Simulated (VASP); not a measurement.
ZnO:

```
Zn O
1.0
     3.24931    0.00000    0.00000
    -1.62465    2.81398    0.00000
     0.00000    0.00000    5.20571
Zn O
2 2
Direct
  0.33333 0.66667 0.50000
  0.66667 0.33333 0.00000
  0.66667 0.33333 0.37901
  0.33333 0.66667 0.87901
```

```yaml
Program: VASP 6.6.1
Task: relaxation of cell and atoms
Functional: LDA
Potentials_or_basis: VASP PAW LDA potentials, release 64 (Zn, O)
Cutoff: 600 eV
k_mesh: 12 × 12 × 6
Occupations: gaussian, width 0.02 eV
Spin: no spin polarisation
```

At the start: pressure -6.2 GPa; volume 11.90 Å³/atom.

**Question.** Where does the relaxation end?

**Answer.** Over 11 steps the energy falls by 10.4 meV/atom and the volume is 11.41 Å³/atom (-4.1 %); space group P6_3mc (No. 186, to 0.05 Å).

Step by step:
| step | energy change (eV) | largest force (eV/Å) | pressure (GPa) | volume (Å³) |
| --- | --- | --- | --- | --- |
| 1 | 0.0000 | 0.0553 | -6.25 | 47.60 |
| 2 | -0.0262 | 0.0409 | 4.41 | 44.47 |
| 3 | -0.0413 | 0.0022 | 0.05 | 45.61 |
| 4 | -0.0413 | 0.0041 | -0.06 | 45.65 |
| 5 | -0.0414 | 0.0189 | -0.27 | 45.66 |
| 6 | -0.0414 | 0.0186 | -0.16 | 45.66 |
| 7 | -0.0415 | 0.0187 | 0.08 | 45.59 |
| 8 | -0.0415 | 0.0189 | 0.09 | 45.58 |
| 9 | -0.0416 | 0.0021 | 0.15 | 45.58 |
| 10 | -0.0416 | 0.0028 | 0.07 | 45.59 |
| 11 | -0.0416 | 0.0037 | 0.00 | 45.62 |

Final structure:
```
CELL_PARAMETERS angstrom
3.19405 0.00000 0.00000
-1.59703 2.76613 0.00000
0.00000 0.00000 5.16401
ATOMIC_POSITIONS crystal
Zn 0.33333 0.66667 0.50035
Zn 0.66667 0.33333 0.00035
O 0.66667 0.33333 0.37866
O 0.33333 0.66667 0.87866
```
